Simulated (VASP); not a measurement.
# Pd (Pm-3m) in VASP: further runs, part 2 of 2

VASP 6.6.1.

## (4) Single point, LDA

The input, INCAR:

```
PREC = Accurate ; ENCUT = 500
EDIFF = 1E-6 ; ISMEAR = -1
SIGMA = 0.1 ; LREAL = F
LASPH = T ; NELM = 120
ALGO = Normal ; ISIF = 2
LWAVE = F ; LCHARG = F
NBANDS = 11 ; GGA_COMPAT = F
```

The input, KPOINTS:

```
Automatic mesh
0
Gamma
  7 7 7
```

The input, POSCAR:

```
Pd
1.0
    2.5323637090      0.0000000000      0.0000000000
    0.0000000000      2.5323637090      0.0000000000
    0.0000000000      0.0000000000      2.5323637090
Pd
1
Direct
    0.0000000000      0.0000000000      0.0000000000
```

Potentials or basis: VASP PAW LDA potentials, release 64 (Pd).

Started as:

```sh
$ cat potpaw_LDA.64/Pd/POTCAR > POTCAR
$ mpirun -np 1 vasp_std > vasp.out
```

OUTCAR:

```text
PREC = Accurate
   ENCUT = 500
   EDIFF = 1E-6
   ISMEAR = -1
   LREAL = F
   LASPH = T
   NELM = 120
   ISIF = 2

 ion  position               nearest neighbor table
   1  0.000  0.000  0.000-

  LATTYP: Found a simple cubic cell.
 ALAT       =     2.5323637090

  Lattice vectors:

 A1 = (   2.5323637090,   0.0000000000,   0.0000000000)
 A2 = (   0.0000000000,   2.5323637090,   0.0000000000)
 A3 = (   0.0000000000,   0.0000000000,   2.5323637090)

Analysis of symmetry for initial positions (statically):
=====================================================================
 Subroutine PRICEL returns:
 Original cell was already a primitive cell.

 Routine SETGRP: Setting up the symmetry group for a
 simple cubic supercell.

 Subroutine GETGRP returns: Found 48 space group operations
 (whereof 48 operations were pure point group operations)
 out of a pool of 48 trial point group operations.

The static configuration has the point symmetry O_h .

Analysis of symmetry for dynamics (positions and initial velocities):
=====================================================================
 Subroutine PRICEL returns:
 Original cell was already a primitive cell.

 Routine SETGRP: Setting up the symmetry group for a
 simple cubic supercell.

 Subroutine GETGRP returns: Found 48 space group operations
 (whereof 48 operations were pure point group operations)
 out of a pool of 48 trial point group operations.

The dynamic configuration has the point symmetry O_h .

 Subroutine INISYM returns: Found 48 space group operations
 (whereof 48 operations are pure point group operations),
 and found     1 'primitive' translations

----------------------------------------------------------------------------------------

                                     Primitive cell

[... 106 lines left out ...]
  Thomas-Fermi vector in A             =   2.516488
   LORBIT       =      0    0 simple, 1 ext, 2 COOP (PROOUT), +10 PAW based schemes
   GGA     = CA    functional components
   LHFCALC =     F    Hartree Fock is set to
   AEXX    =    0.0000 exact exchange contribution
   IVDW    =     0    specifies the selected vdW correction
   LEPSILON=     F    determine dielectric tensor
   LRPA    =     F    only Hartree local field effects (RPA)
 non-spin polarized calculation
  energy-cutoff  :      500.00
  volume of cell :       16.24
 maximum number of plane-waves:       437
   NGX =  9   NGY =  9   NGZ =  9

 number of electron      10.0000000 magnetization

 number of electron       9.9999995 magnetization

 Free energy of the ion-electron system (eV)
  ---------------------------------------------------
  ext. energy  EPLUGINS =         0.00000000
  ---------------------------------------------------
  free energy    TOTEN  =        -5.97418137 eV

  energy without entropy =       -5.94983172  energy(sigma->0) =       -5.96200655

 E-fermi :   8.3302     XC(G=0): -12.8092

 val. band max:        8.1698751123   @ k =   0.4286   0.1429   0.0000
 cond. band min:       8.3528518888   @ k =   0.0000   0.0000   0.0000
 fundamental gap:      0.1829767766
 Fermi energy:         8.3302034110

 k-point     1 :       0.0000    0.0000    0.0000
  band No.  band energies     occupation
      1       1.6584      2.00000
      2       3.1140      2.00000
      3       3.1140      2.00000
      4       8.3529      0.88724
      5       8.3529      0.88724
      6       8.3529      0.88724
      7      25.3001      0.00000
      8      25.3001      0.00000
      9      25.3001      0.00000
     10      32.2729      0.00000
     11      32.2771      0.00000
[... 253 lines left out ...]
 k-point    20 :       0.4286    0.4286    0.4286
  band No.  band energies     occupation
      1       3.9041      2.00000
      2       4.0813      2.00000
      3       4.0813      2.00000
      4       9.1830      0.00040
      5       9.1830      0.00040
      6      17.6169      0.00000
      7      19.9037      0.00000
      8      20.3867      0.00000
      9      20.3867      0.00000
     10      27.4154      0.00000
     11      27.4154      0.00000

------------------------ aborting loop because EDIFF is reached ----------------------------------------

  FORCE on cell =-STRESS in cart. coord.  units (eV):
  Direction    XX          YY          ZZ          XY          YZ          ZX
  --------------------------------------------------------------------------------------
  -------------------------------------------------------------------------------------
  Total        0.0038547      0.0038547      0.0038547     -0.0000000     -0.0000000      0.0000000
  in kB        0.3802954      0.3802954      0.3802954     -0.0000000     -0.0000000      0.0000000
  external PRESSURE =       0.3802954 kB  Pullay stress =       0.0000000 kB

 VOLUME and BASIS-vectors are now :
 -----------------------------------------------------------------------------
  energy-cutoff  :      500.00
  volume of cell :       16.24
      direct lattice vectors                 reciprocal lattice vectors
     2.532363709  0.000000000  0.000000000     0.394887984  0.000000000  0.000000000
     0.000000000  2.532363709  0.000000000     0.000000000  0.394887984  0.000000000
     0.000000000  0.000000000  2.532363709     0.000000000  0.000000000  0.394887984

 POSITION                                       TOTAL-FORCE (eV/Angst)
 -----------------------------------------------------------------------------------
      0.00000      0.00000      0.00000         0.000000      0.000000      0.000000
 -----------------------------------------------------------------------------------
    total drift:                               -0.000000      0.000000      0.000000

  FREE ENERGIE OF THE ION-ELECTRON SYSTEM (eV)
  ---------------------------------------------------
  free  energy   TOTEN  =        -5.9741813702 eV

  energy  without entropy=       -5.9498317206  energy(sigma->0) =       -5.96200655
```

It took 3.6 s on 1 thread of Intel Xeon Platinum 8259CL at 2.50GHz (Skylake/Cascade Lake), shared host; peak memory 0.11 GiB.

Results:

```yaml
Free_energy: -5.9742 eV
Pressure: 0.0 GPa
Band_gap_on_the_k_mesh: zero (band 5 reaches 9.18 eV, above the bottom of band 6 at 7.67 eV)
```

Levels at points of the mesh, in eV from the Fermi level:
```csv
k point,band 2,band 3,band 4,band 5,band 6,band 7,band 8,band 9
"(0.00, 0.00, 0.00)",-5.22,-5.22,0.02,0.02,0.02,16.97,16.97,16.97
```

## (5) Single point, LDA

This run uses another cell than the first one, of 16.40 Å³/atom, 1.010 times its volume.

The input, INCAR:

```
SYSTEM = Pd
PREC = Accurate
ENCUT = 500
EDIFF = 1E-6
ISMEAR = -1
SIGMA = 0.1
LREAL = .FALSE.
LASPH = .TRUE.
NELM = 120
ALGO = Normal
ISIF = 2
LWAVE = .FALSE.
LCHARG = .TRUE.
GGA = CA
LELF = .TRUE.
LVHAR = .TRUE.
NBANDS = 11
GGA_COMPAT = .FALSE.
```

The input, KPOINTS:

```
regular mesh
0
G
  7 7 7
  0 0 0
```

The input, POSCAR:

```
Pd
1.0
    2.5407769393      0.0000000000      0.0000000000
    0.0000000000      2.5407769393      0.0000000000
    0.0000000000      0.0000000000      2.5407769393
Pd
1
Direct
    0.0000000000      0.0000000000      0.0000000000
```

Started as:

```sh
$ cat potpaw_LDA.64/Pd/POTCAR > POTCAR
$ mpirun -np 1 vasp_std > vasp.out
```

Run time: 5.4 s. Hardware: 1 thread of Intel Xeon Platinum 8259CL at 2.50GHz (Skylake/Cascade Lake), shared host; peak memory 0.11 GiB.

Results (log left out):

```
Free energy            : -5.9734 eV
Pressure               : -1.6 GPa
Band gap on the k mesh : zero (band 5 reaches 9.01 eV, above the bottom of band 6 at 7.52 eV)
```

Levels at points of the mesh, in eV from the Fermi level:
```tsv
k point	band 1	band 2	band 3	band 4	band 5	band 6	band 7	band 8	band 9	band 10
(0.00, 0.00, 0.00)	-6.60	-5.14	-5.14	0.02	0.02	0.02	16.90	16.90	16.90	23.81
```

## (6) Relaxation of cell and atoms, LDA

This run uses another cell than the first one, of 16.19 Å³/atom, 0.997 times its volume.

The input, INCAR:

```
SYSTEM = Pd
PREC = Accurate
ENCUT = 500
EDIFF = 1E-7
ISMEAR = -1
SIGMA = 0.1
LREAL = .FALSE.
LASPH = .TRUE.
NELM = 120
ALGO = Normal
ISIF = 3
LWAVE = .FALSE.
LCHARG = .FALSE.
IBRION = 2
NSW = 80
EDIFFG = -0.03
GGA_COMPAT = .FALSE.
NELMIN = 4
```

The input, KPOINTS:

```
Automatic mesh
0
G
  7 7 7
  0 0 0
```

The input, POSCAR:

```
Pd
1.0
    2.5300000000      0.0000000000      0.0000000000
    0.0000000000      2.5300000000      0.0000000000
    0.0000000000      0.0000000000      2.5300000000
Pd
1
Direct
    0.0000000000      0.0000000000      0.0000000000
```

Potentials or basis: VASP PAW LDA potentials, release 64 (Pd).

Started as:

```sh
$ cat potpaw_LDA.64/Pd/POTCAR > POTCAR
$ mpirun -np 1 vasp_std > vasp.out
```

It took 3.8 s on 1 thread of Intel Xeon Platinum 8488C (Sapphire Rapids), shared host; peak memory 0.11 GiB.

The run converged. Its results:

- Free energy: -5.9742 eV
- Relaxed volume: 16.24 Å³/atom
- Relaxed cell: a = 2.533 Å, b = 2.533 Å, c = 2.533 Å, α = 90.00°, β = 90.00°, γ = 90.00°
- Space group after relaxing (to 0.05 Å): Pm-3m (No. 221)
- Energy gained by relaxing: 0.1 meV/atom
- Ionic steps: 3
- Pressure after relaxing: 0.0 GPa
- Band gap on the k mesh: zero (band 5 reaches 9.18 eV, above the bottom of band 6 at 7.66 eV)

Final structure:
```
CELL_PARAMETERS angstrom
2.53258 0.00000 0.00000
0.00000 2.53258 0.00000
0.00000 0.00000 2.53258
ATOMIC_POSITIONS crystal
Pd 0.00000 0.00000 0.00000
```

Levels at points of the mesh, in eV from the Fermi level:
| k point | band 3 | band 4 | band 5 | band 6 | band 7 | band 8 |
| --- | --- | --- | --- | --- | --- | --- |
| (0.00, 0.00, 0.00) | -5.21 | 0.02 | 0.02 | 0.02 | 16.97 | 16.97 |

## (7) Relaxation of cell and atoms, LDA

The input, INCAR:

```
SYSTEM = Pd
PREC     = Accurate       ! precision mode
ENCUT    = 500            ! plane-wave cutoff, eV
EDIFF    = 1E-7           ! SCF threshold, eV
ISMEAR   = -1             ! smearing method
SIGMA    = 0.1            ! smearing width, eV
LREAL    = .FALSE.        ! projectors in reciprocal space
LASPH    = .TRUE.         ! aspherical terms in the spheres
NELM     = 120            ! most SCF steps
ALGO     = Normal         ! electronic algorithm
ISIF     = 3              ! what is computed and relaxed
LWAVE    = .FALSE.        ! write WAVECAR
LCHARG   = .FALSE.        ! write CHGCAR
IBRION   = 2              ! ionic algorithm
NSW      = 80             ! ionic steps
EDIFFG   = -0.03          ! ionic threshold
GGA_COMPAT= .FALSE.      
NELMIN   = 4
```

KPOINTS is that of step 6.

The input, POSCAR:

```
Pd
1.0
    2.5323637090      0.0000000000      0.0000000000
    0.0000000000      2.5323637090      0.0000000000
    0.0000000000      0.0000000000      2.5323637090
Pd
1
Direct
    0.0000000000      0.0000000000      0.0000000000
```

Potentials or basis: VASP PAW LDA potentials, release 64 (Pd).

Started as:

```sh
$ cat potpaw_LDA.64/Pd/POTCAR > POTCAR
$ mpirun -np 1 vasp_std > vasp.out
```

OUTCAR:

```text
SYSTEM = Pd
   PREC = Accurate
   ENCUT = 500
   EDIFF = 1E-7
   ISMEAR = -1
   LREAL = .FALSE.
   LASPH = .TRUE.
   NELM = 120
   ISIF = 3
   IBRION = 2
   NSW = 80
   EDIFFG = -0.03
   NELMIN = 4

 ion  position               nearest neighbor table
   1  0.000  0.000  0.000-

  LATTYP: Found a simple cubic cell.
 ALAT       =     2.5323637090

  Lattice vectors:

 A1 = (   2.5323637090,   0.0000000000,   0.0000000000)
 A2 = (   0.0000000000,   2.5323637090,   0.0000000000)
 A3 = (   0.0000000000,   0.0000000000,   2.5323637090)

Analysis of symmetry for initial positions (statically):
=====================================================================
 Subroutine PRICEL returns:
 Original cell was already a primitive cell.

 Routine SETGRP: Setting up the symmetry group for a
 simple cubic supercell.

 Subroutine GETGRP returns: Found 48 space group operations
 (whereof 48 operations were pure point group operations)
 out of a pool of 48 trial point group operations.

The static configuration has the point symmetry O_h .

Analysis of symmetry for dynamics (positions and initial velocities):
=====================================================================
 Subroutine PRICEL returns:
 Original cell was already a primitive cell.

 Routine SETGRP: Setting up the symmetry group for a
 simple cubic supercell.

 Subroutine GETGRP returns: Found 48 space group operations
 (whereof 48 operations were pure point group operations)
 out of a pool of 48 trial point group operations.

The dynamic configuration has the point symmetry O_h .

 Subroutine INISYM returns: Found 48 space group operations
 (whereof 48 operations are pure point group operations),
 and found     1 'primitive' translations

----------------------------------------------------------------------------------------

[... 108 lines left out ...]
  Thomas-Fermi vector in A             =   2.516488
   LORBIT       =      0    0 simple, 1 ext, 2 COOP (PROOUT), +10 PAW based schemes
   GGA     = CA    functional components
   LHFCALC =     F    Hartree Fock is set to
   AEXX    =    0.0000 exact exchange contribution
   IVDW    =     0    specifies the selected vdW correction
   LEPSILON=     F    determine dielectric tensor
   LRPA    =     F    only Hartree local field effects (RPA)
 conjugate gradient relaxation of ions
 non-spin polarized calculation
  energy-cutoff  :      500.00
  volume of cell :       16.24
 maximum number of plane-waves:       437
   NGX =  9   NGY =  9   NGZ =  9

 number of electron      10.0000000 magnetization

 number of electron       9.9999995 magnetization

 Free energy of the ion-electron system (eV)
  ---------------------------------------------------
  ext. energy  EPLUGINS =         0.00000000
  ---------------------------------------------------
  free energy    TOTEN  =        -5.97418137 eV

  energy without entropy =       -5.94983173  energy(sigma->0) =       -5.96200655

 E-fermi :   8.3302     XC(G=0): -12.8092

 val. band max:        8.1698785426   @ k =   0.4286   0.1429   0.0000
 cond. band min:       8.3528553515   @ k =   0.0000   0.0000   0.0000
 fundamental gap:      0.1829768088
 Fermi energy:         8.3302068387

 k-point     1 :       0.0000    0.0000    0.0000
  band No.  band energies     occupation
      1       1.6584      2.00000
      2       3.1140      2.00000
      3       3.1140      2.00000
      4       8.3529      0.88724
      5       8.3529      0.88724
      6       8.3529      0.88724
      7      25.3001      0.00000
      8      25.3001      0.00000
      9      25.3001      0.00000
[... 217 lines left out ...]
 k-point    20 :       0.4286    0.4286    0.4286
  band No.  band energies     occupation
      1       3.9041      2.00000
      2       4.0813      2.00000
      3       4.0813      2.00000
      4       9.1830      0.00040
      5       9.1830      0.00040
      6      17.6169      0.00000
      7      19.9037      0.00000
      8      20.3867      0.00000
      9      20.3867      0.00000

------------------------ aborting loop because EDIFF is reached ----------------------------------------

  FORCE on cell =-STRESS in cart. coord.  units (eV):
  Direction    XX          YY          ZZ          XY          YZ          ZX
  --------------------------------------------------------------------------------------
  -------------------------------------------------------------------------------------
  Total        0.0038061      0.0038061      0.0038061     -0.0000000      0.0000000     -0.0000000
  in kB        0.3754984      0.3754984      0.3754984     -0.0000000      0.0000000     -0.0000000
  external PRESSURE =       0.3754984 kB  Pullay stress =       0.0000000 kB

 VOLUME and BASIS-vectors are now :
 -----------------------------------------------------------------------------
  energy-cutoff  :      500.00
  volume of cell :       16.24
      direct lattice vectors                 reciprocal lattice vectors
     2.532363709  0.000000000  0.000000000     0.394887984  0.000000000  0.000000000
     0.000000000  2.532363709  0.000000000     0.000000000  0.394887984  0.000000000
     0.000000000  0.000000000  2.532363709     0.000000000  0.000000000  0.394887984

 POSITION                                       TOTAL-FORCE (eV/Angst)
 -----------------------------------------------------------------------------------
      0.00000      0.00000      0.00000         0.000000      0.000000      0.000000
 -----------------------------------------------------------------------------------
    total drift:                                0.000000      0.000000      0.000000

  FREE ENERGIE OF THE ION-ELECTRON SYSTEM (eV)
  ---------------------------------------------------
  free  energy   TOTEN  =        -5.9741813708 eV

  energy  without entropy=       -5.9498317295  energy(sigma->0) =       -5.96200655

 reached required accuracy - stopping structural energy minimisation
```

Wall time 2.5 s (1 thread of Intel Xeon Platinum 8488C (Sapphire Rapids), shared host); peak memory 0.11 GiB.

What came out:

```yaml
Free_energy: -5.9742 eV
Pressure_after_relaxing: 0.0 GPa
Band_gap_on_the_k_mesh: zero (band 5 reaches 9.18 eV, above the bottom of band 6 at 7.67 eV)
```

Final structure:
```
CELL_PARAMETERS angstrom
2.53236 0.00000 0.00000
0.00000 2.53236 0.00000
0.00000 0.00000 2.53236
ATOMIC_POSITIONS crystal
Pd 0.00000 0.00000 0.00000
```

Caveat: the relaxation stopped at its first step, so nothing moved.

## (8) Summary

```csv
task,cell,gap on the mesh (eV),pressure (GPa)
single point,"a = 2.532 Å, 1 atom",none,0.0
single point,"a = 2.524 Å, 1 atom",none,1.8
single point,"a = 2.541 Å, 1 atom",none,-1.6
relaxation of cell and atoms,"relaxed from a = 2.530 Å, 1 atom",none,0.0
relaxation of cell and atoms,"relaxed from a = 2.532 Å, 1 atom",none,0.0
```

Alike in all rows: level LDA; potentials or basis VASP PAW LDA potentials, release 64 (Pd); no spin polarisation; k mesh 7 × 7 × 7; cutoff (eV) 500; smearing fermi-dirac 0.1 eV.

Caveats: the relaxation stopped at its first step, so nothing moved (some runs).

Absolute energies hang on the potentials; compare differences alone.
